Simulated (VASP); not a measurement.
# W (I4/mmm) in VASP: single point with r2SCAN

Aim: the single point of W with r2SCAN.

Program: VASP 6.6.1. These are calculated values, not measurements. Logs are shortened: lines on timing, memory, paths and dates and some standing lists are left out, and cuts for length are marked.

### Step 1. The cell of the first run

The structure is tetragonal, space group I4/mmm (No. 139). The conventional cell has a = 2.957 Å, b = 2.957 Å, c = 3.999 Å, α = 90.00°, β = 90.00°, γ = 90.00°. W (site symmetry 4/mmm) has 12 W at 2.89 to 2.96 Å within 3.8 Å.

### Step 2. Single point, r2SCAN (strain +0.030 along x and y, -0.015 along z)

POSCAR reads:

```
W
1.0
    0.0000000000      2.0909000000      1.9995500000
    2.0909000000      0.0000000000      1.9995500000
    2.0909000000      2.0909000000      0.0000000000
W
1
Direct
    0.0000000000      0.0000000000      0.0000000000
```

INCAR.step1 reads:

```
SYSTEM = W
  PREC = Accurate
  ENCUT = 520
  ISMEAR = 0
  SIGMA = 0.15
  LREAL = .FALSE.
  LASPH = .TRUE.
  NELM = 80
  NBANDS = 13
  GGA = PE
  ALGO = Normal
  EDIFF = 1E-4
  LWAVE = .TRUE.
  LCHARG = .FALSE.
```

INCAR.step2 reads:

```
SYSTEM = W
  PREC = Accurate
  ENCUT = 520
  EDIFF = 1E-6
  ISMEAR = 0
  SIGMA = 0.15
  LREAL = .FALSE.
  LASPH = .TRUE.
  NELM = 80
  ALGO = Normal
  ISIF = 2
  LWAVE = .FALSE.
  LCHARG = .FALSE.
  METAGGA = R2SCAN
  LMIXTAU = .TRUE.
  NBANDS = 13
  ISTART = 1
```

KPOINTS reads:

```
Automatic mesh
0
G
  20 20 20
  0 0 0
```

Potentials or basis: VASP PAW PBE potentials, release 64 (W_sv).

Started as:

```sh
cat potpaw_PBE.64/W_sv/POTCAR > POTCAR
cp INCAR.step1 INCAR
mpirun -np 1 vasp_std > vasp.out
cp INCAR.step2 INCAR
mpirun -np 1 vasp_std > vasp.out
```

OUTCAR:

```text
SYSTEM = W
   PREC = Accurate
   ENCUT = 520
   EDIFF = 1E-6
   ISMEAR = 0
   LREAL = .FALSE.
   LASPH = .TRUE.
   NELM = 80
   ISIF = 2
   METAGGA = R2SCAN
   ISTART = 1

 ion  position               nearest neighbor table
   1  0.000  0.000  0.000-

  LATTYP: Found a body centered tetragonal cell.
 ALAT       =     2.9569791376
 C/A-ratio  =     1.3524275329

  Lattice vectors:

 A1 = (   0.0000000000,  -2.0909000000,  -1.9995500000)
 A2 = (   0.0000000000,   2.0909000000,  -1.9995500000)
 A3 = (   2.0909000000,   0.0000000000,   1.9995500000)

Analysis of symmetry for initial positions (statically):
=====================================================================
 Subroutine PRICEL returns:
 Original cell was already a primitive cell.

 Routine SETGRP: Setting up the symmetry group for a
 body centered tetragonal supercell.

 Subroutine GETGRP returns: Found 16 space group operations
 (whereof 16 operations were pure point group operations)
 out of a pool of 16 trial point group operations.

The static configuration has the point symmetry D_4h.

Analysis of symmetry for dynamics (positions and initial velocities):
=====================================================================
 Subroutine PRICEL returns:
 Original cell was already a primitive cell.

 Routine SETGRP: Setting up the symmetry group for a
 body centered tetragonal supercell.

 Subroutine GETGRP returns: Found 16 space group operations
 (whereof 16 operations were pure point group operations)
 out of a pool of 16 trial point group operations.

The dynamic configuration has the point symmetry D_4h.

 Subroutine INISYM returns: Found 16 space group operations
 (whereof 16 operations are pure point group operations),
 and found     1 'primitive' translations

----------------------------------------------------------------------------------------

                                     Primitive cell

  volume of cell :      17.4835

  direct lattice vectors                    reciprocal lattice vectors
     0.000000000  2.090900000  1.999550000    -0.239131474  0.239131474  0.250056263
     2.090900000  0.000000000  1.999550000     0.239131474 -0.239131474  0.250056263
     2.090900000  2.090900000  0.000000000     0.239131474  0.239131474 -0.250056263

  length of vectors
     2.893106118  2.893106118  2.956979138     0.420589894  0.420589894  0.420589894

  position of ions in fractional coordinates (direct lattice)
     0.000000000  0.000000000  0.000000000

  ion indices of the primitive-cell ions
   primitive index   ion index
                 1           1

----------------------------------------------------------------------------------------

 KPOINTS: Automatic mesh

Automatic generation of k-mesh.
 Grid dimensions read from file:
 generate k-points for:   20   20   20

 Generating k-lattice:

  Cartesian coordinates                     Fractional coordinates (reciprocal lattice)
    -0.011956574  0.011956574  0.012502813     0.050000000  0.000000000  0.000000000
     0.011956574 -0.011956574  0.012502813     0.000000000  0.050000000  0.000000000
     0.011956574  0.011956574 -0.012502813     0.000000000  0.000000000  0.050000000

  Length of vectors
     0.021029495  0.021029495  0.021029495

  Shift w.r.t. Gamma in fractional coordinates (k-lattice)
     0.000000000  0.000000000  0.000000000

 Subroutine IBZKPT returns following result:
 ===========================================

 Found    641 irreducible k-points:

 Following reciprocal coordinates:
            Coordinates               Weight
  0.000000  0.000000  0.000000      1.000000
  0.050000  0.000000  0.000000      8.000000
  0.100000 -0.000000  0.000000      8.000000
  0.150000 -0.000000  0.000000      8.000000
  0.200000 -0.000000  0.000000      8.000000
  0.250000 -0.000000  0.000000      8.000000
[... 16 lines left out ...]
 -0.400000  0.050000  0.000000      8.000000
 -0.350000  0.050000  0.000000      8.000000
 [... further k-points ...]
   k-points           NKPTS =    641   k-points in BZ     NKDIM =    641   number of bands    NBANDS=     13
   number of dos      NEDOS =    301   number of ions     NIONS =      1
   total plane-waves  NPLWV =  13824
   dimension x,y,z NGX =    24 NGY =   24 NGZ =   24
   dimension x,y,z NGXF=    48 NGYF=   48 NGZF=   48
   ions per type =               1
   NGX,Y,Z   is equivalent  to a cutoff of  13.79, 13.79, 13.49 a.u.
   NGXF,Y,Z  is equivalent  to a cutoff of  27.58, 27.58, 26.99 a.u.
 SYSTEM =  W
   PREC   = accura    normal or accurate (medium, high low for compatibility)
   ISTART =      1    job   : 0-new  1-cont  2-samecut
   ICHARG =      0    charge: 1-file 2-atom 10-const
   ISPIN  =      1    spin polarized calculation?
   LNONCOLLINEAR =      F non collinear calculations
   LSORBIT =      F    spin-orbit coupling
   LASPH  =      T    aspherical Exc in radial PAW
   ENCUT  =  520.0 eV  38.22 Ry    6.18 a.u.   5.38  5.38  5.50*2*pi/ulx,y,z
   NELM   =     80;   NELMIN=  2; NELMDL=  0     # of ELM steps
   EDIFF  = 0.1E-05   stopping-criterion for ELM
   LREAL  =      F    real-space projection
   EDIFFG = 0.1E-04   stopping-criterion for IOM
   NSW    =      0    number of steps for IOM
   IBRION =     -1    ionic relax: 0-MD 1-quasi-New 2-CG
   NFREE  =      0    steps in history (QN), initial steepest desc. (CG)
   ISIF   =      2    stress and relaxation
   ISYM   =      2    0-nonsym 1-usesym 2-fastsym
   POTIM  = 0.5000    time-step for ionic-motion
   TEBEG  =    0.0;   TEEND  =   0.0 temperature during run
   PSTRESS=    0.0 pullay stress
   NELECT =      14.0000    total number of electrons
   NUPDOWN=      -1.0000    fix difference up-down
   EMIN   =  10.00;   EMAX   =-10.00  energy-range for DOS
   EFERMI =   0.00;   METHOD = LEGACY
   ISMEAR =     0;   SIGMA  =   0.15  broadening in eV -4-tet -1-fermi 0-gaus
   EFERMI_NEDOS =   21; number of points for ismear=-14 and -15
   IALGO  =     38    algorithm
   IMIX   =      4    mixing-type and parameters
     AMIX     =   0.40;   BMIX     =  1.00
     AMIX_MAG =   1.60;   BMIX_MAG =  1.00
  volume/ion in A,a.u.               =      17.48       117.98
  Fermi-wavevector in a.u.,A,eV,Ry     =   1.520225  2.872809 31.444214  2.311085
  Thomas-Fermi vector in A             =   2.629105
   LORBIT       =      0    0 simple, 1 ext, 2 COOP (PROOUT), +10 PAW based schemes
   METAGGA = R2SCAN    functional components
   LHFCALC =     F    Hartree Fock is set to
   AEXX    =    0.0000 exact exchange contribution
   IVDW    =     0    specifies the selected vdW correction
   LEPSILON=     F    determine dielectric tensor
   LRPA    =     F    only Hartree local field effects (RPA)
 non-spin polarized calculation
 Gauss-broadening in eV      SIGMA  =   0.15
  energy-cutoff  :      520.00
  volume of cell :       17.48
 maximum number of plane-waves:       499
 NGX is ok and might be reduce to    24
   NGX = 11   NGY = 11   NGZ = 11

 number of electron      14.0000000 magnetization

 Free energy of the ion-electron system (eV)
  ---------------------------------------------------
  ext. energy  EPLUGINS =         0.00000000
  ---------------------------------------------------
  free energy    TOTEN  =       -50.75678413 eV

  energy without entropy =      -50.74491490  energy(sigma->0) =      -50.75084951

 E-fermi :   9.5746     XC(G=0): -14.3313

 val. band max:        9.5736001507   @ k =  -0.3500   0.1500   0.1000
 cond. band min:       9.5753307821   @ k =  -0.3500   0.0000   0.1000
 fundamental gap:      0.0017306314
 Fermi energy:         9.5746000043

 k-point     1 :       0.0000    0.0000    0.0000
  band No.  band energies     occupation
      1     -66.2619      2.00000
      2     -29.2821      2.00000
      3     -29.2821      2.00000
      4     -29.2509      2.00000
      5       0.3522      2.00000
      6       8.7793      2.00000
      7       8.7793      2.00000
      8       9.4253      1.84083
      9      11.6286      0.00000
     10      12.4984      0.00000
     11      22.8104      0.00000
     12      27.6302      0.00000
     13      27.6302      0.00000

 k-point     2 :       0.0500    0.0000    0.0000
  band No.  band energies     occupation
      1     -66.2597      2.00000
      2     -29.3022      2.00000
      3     -29.2862      2.00000
      4     -29.2590      2.00000
      5       0.4593      2.00000
      6       8.7430      2.00000
      7       8.8285      2.00000
      8       9.4260      1.83871
      9      11.5937      0.00000
     10      12.4455      0.00000
     11      23.0255      0.00000
     12      27.3440      0.00000
     13      27.8224      0.00000

 k-point     3 :       0.1000   -0.0000    0.0000
  band No.  band energies     occupation
      1     -66.2533      2.00000
      2     -29.3724      2.00000
      3     -29.2981      2.00000
      4     -29.2702      2.00000
      5       0.7723      2.00000
      6       8.5959      2.00000
      7       8.9580      2.00000
      8       9.4817      1.61889
      9      11.5174      0.00000
     10      12.3115      0.00000
     11      23.6203      0.00000
     12      26.4507      0.00000
     13      28.3841      0.00000
[... 305 lines left out ...]
 k-point    23 :      -0.4000    0.0500    0.0000
  band No.  band energies     occupation
      1     -66.1767      2.00000
      2     -30.1849      2.00000
      3     -29.4329      2.00000
      4     -29.3824      2.00000
      5       3.9643      2.00000
      6       8.6672      2.00000
      7       8.8752      2.00000
      8       9.3726      1.94310
      9      13.7374      0.00000
     10      14.1709      0.00000
     11      20.1792      0.00000
     12      23.1681      0.00000
     13      29.0704      0.00000

 k-point    24 :      -0.3500    0.0500    0.0000
  band No.  band energies     occupation
      1     -66.1858      2.00000
      2     -30.0915      2.00000
      3     -29.4134      2.00000
      4     -29.3755      2.00000
      5       3.7838      2.00000
      6       8.4269      2.00000
      7       8.8078      2.00000
      8       9.3563      1.96039
      9      13.0588      0.00000
     10      13.7788      0.00000
     11      21.1063      0.00000
     12      24.0756      0.00000
     13      29.8989      0.00000

 [... further k-points ...]

------------------------ aborting loop because EDIFF is reached ----------------------------------------

  FORCE on cell =-STRESS in cart. coord.  units (eV):
  Direction    XX          YY          ZZ          XY          YZ          ZX
  --------------------------------------------------------------------------------------
  -------------------------------------------------------------------------------------
  Total       -1.4613518     -1.4613518     -3.2280080      0.0000000      0.0000000      0.0000000
  in kB     -133.9172643   -133.9172643   -295.8124096      0.0000000      0.0000000      0.0000000
  external PRESSURE =    -187.8823127 kB  Pullay stress =       0.0000000 kB

 VOLUME and BASIS-vectors are now :
 -----------------------------------------------------------------------------
  energy-cutoff  :      520.00
  volume of cell :       17.48
      direct lattice vectors                 reciprocal lattice vectors
     0.000000000  2.090900000  1.999550000    -0.239131474  0.239131474  0.250056263
     2.090900000  0.000000000  1.999550000     0.239131474 -0.239131474  0.250056263
     2.090900000  2.090900000  0.000000000     0.239131474  0.239131474 -0.250056263

 POSITION                                       TOTAL-FORCE (eV/Angst)
 -----------------------------------------------------------------------------------
      0.00000      0.00000      0.00000         0.000000      0.000000      0.000000
 -----------------------------------------------------------------------------------
    total drift:                               -0.000000      0.000000     -0.000000

  FREE ENERGIE OF THE ION-ELECTRON SYSTEM (eV)
  ---------------------------------------------------
  free  energy   TOTEN  =       -50.7567841298 eV

  energy  without entropy=      -50.7449148984  energy(sigma->0) =      -50.75084951
```

Run time: 2.4 min. Hardware: 1 thread of Intel Xeon 6975P-C (Granite Rapids), shared host; peak memory 0.26 GiB.

What came out:

| Quantity | Value |
| --- | --- |
| Free energy | -50.7568 eV |
| Pressure | -18.8 GPa |
| Band gap on the k mesh | zero (bands 7 and 8 overlap by 3.74 eV) |

Stress tensor (GPa, compression positive):
```
-13.39   0.00   0.00
  0.00 -13.39   0.00
  0.00   0.00 -29.58
```

Levels at points of the mesh, in eV from the Fermi level:
| k point | band 5 | band 6 | band 7 | band 8 | band 9 | band 10 |
| --- | --- | --- | --- | --- | --- | --- |
| (0.00, 0.00, 0.00) | -9.22 | -0.80 | -0.80 | -0.15 | 2.05 | 2.92 |
| (0.50, 0.00, 0.00) | -5.63 | -1.08 | -0.35 | 0.20 | 4.57 | 4.91 |
| (0.50, 0.50, 0.00) | -5.28 | -4.50 | 3.20 | 4.72 | 5.35 | 5.35 |
| (0.50, 0.00, 0.50) | -5.39 | -4.43 | 2.30 | 4.78 | 5.08 | 5.61 |

Caveat: the cell differs from its parent crystal (strain +0.030 along x and y, -0.015 along z); the stress differs along the axes, from -30 to -13 GPa; the PAW data sets were made with another functional, which shifts forces and pressure a little; spin-orbit coupling is left out, which moves the levels of the heavy elements.
